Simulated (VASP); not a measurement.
A run of VASP 6.6.1 is set up as follows.

Contents of INCAR:

```
PREC = Accurate
ENCUT = 520
EDIFF = 1E-7
ISMEAR = 0
SIGMA = 0.01
LREAL = False
LASPH = True
NELM = 60
ALGO = Normal
ISIF = 2
LWAVE = False
LCHARG = False
GGA = PE
NBANDS = 22
```

KPOINTS

```
Automatic mesh
0
Gamma
  6 6 4
```

File POSCAR:

```
Cl
1.0
    3.1863863250     -2.2796086586      0.0000000000
    3.1863863250      2.2796086586      0.0000000000
    0.0000000000      0.0000000000      8.3180387054
Cl
4
Direct
    0.8700000000      0.1300000000      0.1000000000
    0.6300000000      0.3700000000      0.6000000000
    0.1300000000      0.8700000000      0.9000000000
    0.3700000000      0.6300000000      0.4000000000
```

Potentials or basis: VASP PAW PBE potentials, release 64 (Cl).

Launch:

```bash
$ cat potpaw_PBE.64/Cl/POTCAR > POTCAR
$ mpirun -np 1 vasp_std > vasp.out
```

What does it give for the largest force?

0.567 eV/Å.

Predict the band gap on the k mesh.

2.39 eV (least direct gap 2.45 eV).

Stress tensor (GPa, compression positive):
```
 0.96  0.00  0.00
 0.00 -0.92  0.00
 0.00  0.00 -2.17
```

Caveat: this functional lacks dispersion, which holds the molecules together, so the pressure and a relaxed volume are unreliable. Expect the measured gap to be larger: semilocal functionals such as PBE lack the derivative discontinuity.
